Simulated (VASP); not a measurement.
## Os: single point with PBE

Os:

```
Os
1.0
     2.85713    0.00000    0.00000
    -1.42857    2.26125    0.00000
     0.00000    0.00000    4.31970
Os
2
Cartesian
  0.0000 1.5075 1.0799
  1.4286 0.7537 3.2398
```

This cell differs from its parent crystal: strain +0.0450 x Voigt [1, -1, 0, 0, 0, 0].

```
Program             : VASP 6.6.1
Task                : single point
Functional          : PBE
Potentials or basis : VASP PAW PBE potentials, release 64 (Os)
Cutoff              : 520 eV
k mesh              : 18 × 18 × 12
Occupations         : gaussian, width 0.15 eV
Spin                : no spin polarisation
```

| Quantity | Value |
| --- | --- |
| Pressure | 12.1 GPa |
| Largest force | 0.286 eV/Å |
| Band gap on the k mesh | zero (band 8 reaches 11.91 eV, above the bottom of band 9 at 7.74 eV) |

Forces in eV/Å, atoms in the order of the input:
```
Os   0.000 -0.286  0.000
Os   0.000  0.286  0.000
```

Stress tensor (GPa, compression positive):
```
-8.87  0.00  0.00
 0.00 35.63  0.00
 0.00  0.00  9.50
```

Levels at points of the mesh, in eV from the Fermi level:
```tsv
k point	band 4	band 5	band 6	band 7	band 8	band 9	band 10	band 11	band 12	band 13
(0.00, 0.00, 0.00)	-3.12	-2.88	-2.06	-1.77	-1.38	-1.32	-0.01	1.42	1.92	9.06
(0.50, 0.00, 0.00)	-3.39	-3.12	-2.49	-2.24	1.64	2.19	2.78	4.38	5.61	9.02
(0.00, 0.50, 0.00)	-4.29	-2.54	-2.49	-1.29	2.38	2.48	2.92	4.81	6.35	10.19
(0.00, 0.00, 0.50)	-4.12	-3.66	-3.66	-2.41	-2.41	0.60	0.60	1.20	1.20	13.76
(0.50, 0.00, 0.50)	-5.44	-0.92	-0.92	-0.36	-0.36	1.93	1.93	3.35	3.35	8.84
(0.00, 0.50, 0.50)	-5.32	-1.82	-1.82	0.17	0.17	2.68	2.68	3.64	3.64	10.01
```

Wall time 72 s on 1 thread of Intel(R) Xeon(R) 6975P-C (Granite Rapids) (shared host), peak memory 0.33 GiB.

Caveat: the cell differs from its parent crystal (strain +0.0450 x Voigt [1, -1, 0, 0, 0, 0]); spin-orbit coupling is left out, which moves the levels of the heavy elements.
